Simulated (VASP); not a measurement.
Write the native input for VASP 6.6.1 that does the following.

```yaml
Task: single point
Functional: r2SCAN
Potentials_or_basis: VASP PAW PBE potentials, release 64 (Fe)
Cutoff: 520 eV
k_mesh: 11 × 11 × 11
Occupations: gaussian, width 0.05 eV
Spin: collinear spin, ferromagnetic start
Starting_moments: "[4.0] μB"
Dipole_correction: no
Further_INCAR_settings: ALGO = Normal; EDIFF = 1e-07; NBANDS = 14
```

Fe:

```
Fe
1.0
    -1.44550    1.44550    1.44550
     1.44550   -1.44550    1.44550
     1.44550    1.44550   -1.44550
Fe
1
Direct
  0.00000 0.00000 0.00000
```

One way to write it, as run:

POSCAR

```
Fe
1.0
   -1.4455000000      1.4455000000      1.4455000000
    1.4455000000     -1.4455000000      1.4455000000
    1.4455000000      1.4455000000     -1.4455000000
Fe
1
Direct
    0.0000000000      0.0000000000      0.0000000000
```

INCAR.step1

```
SYSTEM = Fe
ALGO = Normal
EDIFF = 1E-4
ENCUT = 520
GGA = PE
ISMEAR = 0
ISPIN = 2
LASPH = .True.
LCHARG = .False.
LMAXMIX = 4
LREAL = .False.
LWAVE = .True.
MAGMOM = 4
NBANDS = 14
NELM = 150
PREC = Accurate
SIGMA = 0.05
```

INCAR.step2

```
SYSTEM = Fe
ALGO = Normal
EDIFF = 1E-7
ENCUT = 520
ISIF = 2
ISMEAR = 0
ISPIN = 2
ISTART = 1
LASPH = .True.
LCHARG = .True.
LELF = .True.
LMAXMIX = 4
LMIXTAU = .True.
LORBIT = 11
LREAL = .False.
LVHAR = .True.
LWAVE = .False.
MAGMOM = 4
METAGGA = R2SCAN
NBANDS = 14
NELM = 150
PREC = Accurate
SIGMA = 0.05
```

KPOINTS

```
k-points
0
Gamma
  11 11 11
  0 0 0
```

Potentials or basis: VASP PAW PBE potentials, release 64 (Fe).

Launch:

```bash
$ cat potpaw_PBE.64/Fe/POTCAR > POTCAR
$ cp INCAR.step1 INCAR
$ mpirun -np 1 vasp_std > vasp.out
$ cp INCAR.step2 INCAR
$ mpirun -np 1 vasp_std > vasp.out
```

Results of the run:

* Pressure: -6.4 GPa
* Net moment: 2.61 μB per cell
* Site moments: Fe +2.69 μB
* Valence electrons inside the program's atomic spheres: Fe 7.15

Caveat: the PAW data sets were made with another functional, which shifts forces and pressure a little.

Run time: 2.3 min on 1 thread of Intel Xeon 8259CL, with other jobs on the host, peak memory 0.15 GiB.
